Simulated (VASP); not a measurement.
# NaCl (Fm-3m) in VASP: a series of runs

NaCl is run at these levels: r2SCAN; tasks: single point.

All numbers are computed with VASP 6.6.1; they aren't measurements. Logs are shortened: lines on timing, memory, paths and dates and some standing lists are left out, and cuts for length are marked.

## Step 1: The cell of the first run

It takes space group Fm-3m (No. 225, cubic). Conventional cell: a = 5.168 Å, b = 5.168 Å, c = 5.168 Å, α = 90.00°, β = 90.00°, γ = 90.00°. Na (site symmetry m-3m) has 6 Cl at 2.58 Å within 3.4 Å. Within 3.4 Å of Cl (site symmetry m-3m) lie 6 Na at 2.58 Å.

## Step 2: Single point, r2SCAN

File POSCAR:

```
NaCl
1.0
    0.0000000000      2.5842125355      2.5842125355
    2.5842125355      0.0000000000      2.5842125355
    2.5842125355      2.5842125355      0.0000000000
Na Cl
1 1
Direct
    0.0000000000      0.0000000000      0.0000000000
    0.5000000000      0.5000000000      0.5000000000
```

File INCAR.step1:

```
SYSTEM = NaCl
PREC = Accurate
ENCUT = 520
ISMEAR = 0
SIGMA = 0.1
LREAL = .FALSE.
LASPH = .TRUE.
NELM = 60
NBANDS = 14
GGA = PE
ALGO = Normal
EDIFF = 1E-4
LWAVE = .TRUE.
LCHARG = .FALSE.
```

File INCAR.step2:

```
SYSTEM = NaCl
PREC = Accurate
ENCUT = 520
EDIFF = 1E-7
ISMEAR = 0
SIGMA = 0.1
LREAL = .FALSE.
LASPH = .TRUE.
NELM = 60
ALGO = Normal
ISIF = 2
LWAVE = .FALSE.
LCHARG = .FALSE.
METAGGA = R2SCAN
LMIXTAU = .TRUE.
NBANDS = 14
ISTART = 1
```

File KPOINTS:

```
regular mesh
0
G
  6 6 6
  0 0 0
```

Potentials or basis: VASP PAW PBE potentials, release 64 (Na_pv, Cl).

Command:

```sh
cat potpaw_PBE.64/Na_pv/POTCAR potpaw_PBE.64/Cl/POTCAR > POTCAR
cp INCAR.step1 INCAR
mpirun -np 1 vasp_std > vasp.out
cp INCAR.step2 INCAR
mpirun -np 1 vasp_std > vasp.out
```

OUTCAR:

```text
SYSTEM = NaCl
   PREC = Accurate
   ENCUT = 520
   EDIFF = 1E-7
   ISMEAR = 0
   LREAL = .FALSE.
   LASPH = .TRUE.
   NELM = 60
   ISIF = 2
   METAGGA = R2SCAN
   ISTART = 1

 ion  position               nearest neighbor table
   1  0.000  0.000  0.000-   2 2.58   2 2.58   2 2.58   2 2.58   2 2.58   2 2.58
   2  0.500  0.500  0.500-   1 2.58   1 2.58   1 2.58   1 2.58   1 2.58   1 2.58

  LATTYP: Found a face centered cubic cell.
 ALAT       =     5.1684250710

  Lattice vectors:

 A1 = (   0.0000000000,   2.5842125355,   2.5842125355)
 A2 = (   2.5842125355,   0.0000000000,   2.5842125355)
 A3 = (   2.5842125355,   2.5842125355,   0.0000000000)

Analysis of symmetry for initial positions (statically):
=====================================================================
 Subroutine PRICEL returns:
 Original cell was already a primitive cell.

 Routine SETGRP: Setting up the symmetry group for a
 face centered cubic supercell.

 Subroutine GETGRP returns: Found 48 space group operations
 (whereof 48 operations were pure point group operations)
 out of a pool of 48 trial point group operations.

The static configuration has the point symmetry O_h .

Analysis of symmetry for dynamics (positions and initial velocities):
=====================================================================
 Subroutine PRICEL returns:
 Original cell was already a primitive cell.

 Routine SETGRP: Setting up the symmetry group for a
 face centered cubic supercell.

 Subroutine GETGRP returns: Found 48 space group operations
 (whereof 48 operations were pure point group operations)
 out of a pool of 48 trial point group operations.

The dynamic configuration has the point symmetry O_h .

 Subroutine INISYM returns: Found 48 space group operations
 (whereof 48 operations are pure point group operations),
 and found     1 'primitive' translations

----------------------------------------------------------------------------------------

                                     Primitive cell

  volume of cell :      34.5155

  direct lattice vectors                    reciprocal lattice vectors
     0.000000000  2.584212535  2.584212535    -0.193482538  0.193482538  0.193482538
     2.584212535  0.000000000  2.584212535     0.193482538 -0.193482538  0.193482538
     2.584212535  2.584212535  0.000000000     0.193482538  0.193482538 -0.193482538

  length of vectors
     3.654628416  3.654628416  3.654628416     0.335121586  0.335121586  0.335121586

  position of ions in fractional coordinates (direct lattice)
     0.000000000  0.000000000  0.000000000
     0.500000000  0.500000000  0.500000000

  ion indices of the primitive-cell ions
   primitive index   ion index
                 1           1
                 2           2

----------------------------------------------------------------------------------------

 KPOINTS: regular mesh

Automatic generation of k-mesh.
 Grid dimensions read from file:
 generate k-points for:    6    6    6

 Generating k-lattice:

  Cartesian coordinates                     Fractional coordinates (reciprocal lattice)
    -0.032247090  0.032247090  0.032247090     0.166666667  0.000000000  0.000000000
     0.032247090 -0.032247090  0.032247090     0.000000000  0.166666667  0.000000000
     0.032247090  0.032247090 -0.032247090     0.000000000  0.000000000  0.166666667

  Length of vectors
     0.055853598  0.055853598  0.055853598

  Shift w.r.t. Gamma in fractional coordinates (k-lattice)
     0.000000000  0.000000000  0.000000000

 Subroutine IBZKPT returns following result:
 ===========================================

 Found     16 irreducible k-points:

 Following reciprocal coordinates:
            Coordinates               Weight
  0.000000  0.000000  0.000000      1.000000
  0.166667  0.000000  0.000000      8.000000
  0.333333  0.000000  0.000000      8.000000
  0.500000  0.000000  0.000000      4.000000
  0.166667  0.166667  0.000000      6.000000
  0.333333  0.166667  0.000000     24.000000
[... 8 lines left out ...]
 -0.333333  0.333333  0.166667     24.000000
 -0.333333  0.500000  0.166667     12.000000
   k-points           NKPTS =     16   k-points in BZ     NKDIM =     16   number of bands    NBANDS=     14
   number of dos      NEDOS =    301   number of ions     NIONS =      2
   total plane-waves  NPLWV =  21952
   dimension x,y,z NGX =    28 NGY =   28 NGZ =   28
   dimension x,y,z NGXF=    56 NGYF=   56 NGZF=   56
   ions per type =               1   1
   NGX,Y,Z   is equivalent  to a cutoff of  12.74, 12.74, 12.74 a.u.
   NGXF,Y,Z  is equivalent  to a cutoff of  25.47, 25.47, 25.47 a.u.
 SYSTEM =  NaCl
   PREC   = accura    normal or accurate (medium, high low for compatibility)
   ISTART =      1    job   : 0-new  1-cont  2-samecut
   ICHARG =      0    charge: 1-file 2-atom 10-const
   ISPIN  =      1    spin polarized calculation?
   LNONCOLLINEAR =      F non collinear calculations
   LSORBIT =      F    spin-orbit coupling
   LASPH  =      T    aspherical Exc in radial PAW
   ENCUT  =  520.0 eV  38.22 Ry    6.18 a.u.   6.80  6.80  6.80*2*pi/ulx,y,z
   NELM   =     60;   NELMIN=  2; NELMDL=  0     # of ELM steps
   EDIFF  = 0.1E-06   stopping-criterion for ELM
   LREAL  =      F    real-space projection
   EDIFFG = 0.1E-05   stopping-criterion for IOM
   NSW    =      0    number of steps for IOM
   IBRION =     -1    ionic relax: 0-MD 1-quasi-New 2-CG
   NFREE  =      0    steps in history (QN), initial steepest desc. (CG)
   ISIF   =      2    stress and relaxation
   ISYM   =      2    0-nonsym 1-usesym 2-fastsym
   POTIM  = 0.5000    time-step for ionic-motion
   TEBEG  =    0.0;   TEEND  =   0.0 temperature during run
   PSTRESS=    0.0 pullay stress
   NELECT =      14.0000    total number of electrons
   NUPDOWN=      -1.0000    fix difference up-down
   EMIN   =  10.00;   EMAX   =-10.00  energy-range for DOS
   EFERMI =   0.00;   METHOD = LEGACY
   ISMEAR =     0;   SIGMA  =   0.10  broadening in eV -4-tet -1-fermi 0-gaus
   EFERMI_NEDOS =   21; number of points for ismear=-14 and -15
   IALGO  =     38    algorithm
   IMIX   =      4    mixing-type and parameters
     AMIX     =   0.40;   BMIX     =  1.00
     AMIX_MAG =   1.60;   BMIX_MAG =  1.00
  volume/ion in A,a.u.               =      17.26       116.46
  Fermi-wavevector in a.u.,A,eV,Ry     =   1.211842  2.290049 19.980981  1.468561
  Thomas-Fermi vector in A             =   2.347345
   LORBIT       =      0    0 simple, 1 ext, 2 COOP (PROOUT), +10 PAW based schemes
   METAGGA = R2SCAN    functional components
   LHFCALC =     F    Hartree Fock is set to
   AEXX    =    0.0000 exact exchange contribution
   IVDW    =     0    specifies the selected vdW correction
   LEPSILON=     F    determine dielectric tensor
   LRPA    =     F    only Hartree local field effects (RPA)
 non-spin polarized calculation
 Gauss-broadening in eV      SIGMA  =   0.10
  energy-cutoff  :      520.00
  volume of cell :       34.52
 maximum number of plane-waves:       941
   NGX = 13   NGY = 13   NGZ = 13

 number of electron      14.0000011 magnetization

 Free energy of the ion-electron system (eV)
  ---------------------------------------------------
  ext. energy  EPLUGINS =         0.00000000
  ---------------------------------------------------
  free energy    TOTEN  =       -13.52588828 eV

  energy without entropy =      -13.52588828  energy(sigma->0) =      -13.52588828

 E-fermi :   1.1689     XC(G=0):  -9.9238

 val. band max:        0.6598605613   @ k =   0.0000   0.0000   0.0000
 cond. band min:       7.9095444456   @ k =   0.0000   0.0000   0.0000
 fundamental gap:      7.2496838843
 Fermi energy:         1.1689207707

 k-point     1 :       0.0000    0.0000    0.0000
  band No.  band energies     occupation
      1     -20.5263      2.00000
      2     -20.5258      2.00000
      3     -20.5258      2.00000
      4     -13.3384      2.00000
      5       0.6598      2.00000
      6       0.6599      2.00000
      7       0.6599      2.00000
      8       7.9095      0.00000
      9      12.5445      0.00000
     10      12.5445      0.00000
     11      12.5446      0.00000
     12      15.1732      0.00000
     13      15.1732      0.00000
     14      17.3630      0.00000

 k-point     2 :       0.1667    0.0000    0.0000
  band No.  band energies     occupation
      1     -20.5510      2.00000
      2     -20.5274      2.00000
      3     -20.5270      2.00000
      4     -13.1692      2.00000
      5      -0.2100      2.00000
      6       0.5319      2.00000
      7       0.5319      2.00000
      8       8.8202      0.00000
      9      11.9208      0.00000
     10      12.9929      0.00000
     11      12.9931      0.00000
     12      15.0533      0.00000
     13      15.0533      0.00000
     14      19.2551      0.00000

 k-point     3 :       0.3333    0.0000    0.0000
  band No.  band energies     occupation
      1     -20.5997      2.00000
      2     -20.5298      2.00000
      3     -20.5293      2.00000
      4     -12.8069      2.00000
      5      -1.6053      2.00000
      6       0.2925      2.00000
      7       0.2925      2.00000
      8       9.2284      0.00000
      9      13.0809      0.00000
     10      13.1475      0.00000
     11      13.1480      0.00000
     12      16.4069      0.00000
     13      16.4071      0.00000
     14      19.1258      0.00000
[... 188 lines left out ...]
 k-point    15 :      -0.3333    0.3333    0.1667
  band No.  band energies     occupation
      1     -20.5887      2.00000
      2     -20.5574      2.00000
      3     -20.5431      2.00000
      4     -12.5398      2.00000
      5      -1.5693      2.00000
      6      -0.8751      2.00000
      7      -0.2031      2.00000
      8      10.9422      0.00000
      9      11.4953      0.00000
     10      12.4952      0.00000
     11      14.6086      0.00000
     12      17.1532      0.00000
     13      19.4501      0.00000
     14      19.8792      0.00000

 k-point    16 :      -0.3333    0.5000    0.1667
  band No.  band energies     occupation
      1     -20.5749      2.00000
      2     -20.5574      2.00000
      3     -20.5560      2.00000
      4     -12.5285      2.00000
      5      -1.5286      2.00000
      6      -0.7533      2.00000
      7      -0.4557      2.00000
      8      10.2437      0.00000
      9      10.9217      0.00000
     10      13.1879      0.00000
     11      15.1192      0.00000
     12      19.4829      0.00000
     13      19.7578      0.00000
     14      19.8337      0.00000

------------------------ aborting loop because EDIFF is reached ----------------------------------------

  FORCE on cell =-STRESS in cart. coord.  units (eV):
  Direction    XX          YY          ZZ          XY          YZ          ZX
  --------------------------------------------------------------------------------------
  -------------------------------------------------------------------------------------
  Total        2.5181448      2.5181448      2.5181448      0.0000000      0.0000000      0.0000000
  in kB      116.8897935    116.8897935    116.8897935      0.0000000      0.0000000      0.0000000
  external PRESSURE =     116.8897935 kB  Pullay stress =       0.0000000 kB

 VOLUME and BASIS-vectors are now :
 -----------------------------------------------------------------------------
  energy-cutoff  :      520.00
  volume of cell :       34.52
      direct lattice vectors                 reciprocal lattice vectors
     0.000000000  2.584212535  2.584212535    -0.193482538  0.193482538  0.193482538
     2.584212535  0.000000000  2.584212535     0.193482538 -0.193482538  0.193482538
     2.584212535  2.584212535  0.000000000     0.193482538  0.193482538 -0.193482538

 POSITION                                       TOTAL-FORCE (eV/Angst)
 -----------------------------------------------------------------------------------
      0.00000      0.00000      0.00000         0.000000      0.000000      0.000000
      2.58421      2.58421      2.58421        -0.000000     -0.000000     -0.000000
 -----------------------------------------------------------------------------------
    total drift:                                0.000000      0.000000      0.000000

  FREE ENERGIE OF THE ION-ELECTRON SYSTEM (eV)
  ---------------------------------------------------
  free  energy   TOTEN  =       -13.5258882843 eV

  energy  without entropy=      -13.5258882843  energy(sigma->0) =      -13.52588828
```

Wall time 49 s (1 thread of Intel Xeon 8259CL, shared host); peak memory 0.16 GiB.

What came out:

* Free energy: -13.5259 eV
* Pressure: 11.7 GPa
* Band gap on the k mesh: 7.25 eV

Caveat: the cell stands under pressure; the PAW data sets were made with another functional, which shifts forces and pressure a little.

(Continued in part 2 of 2.)
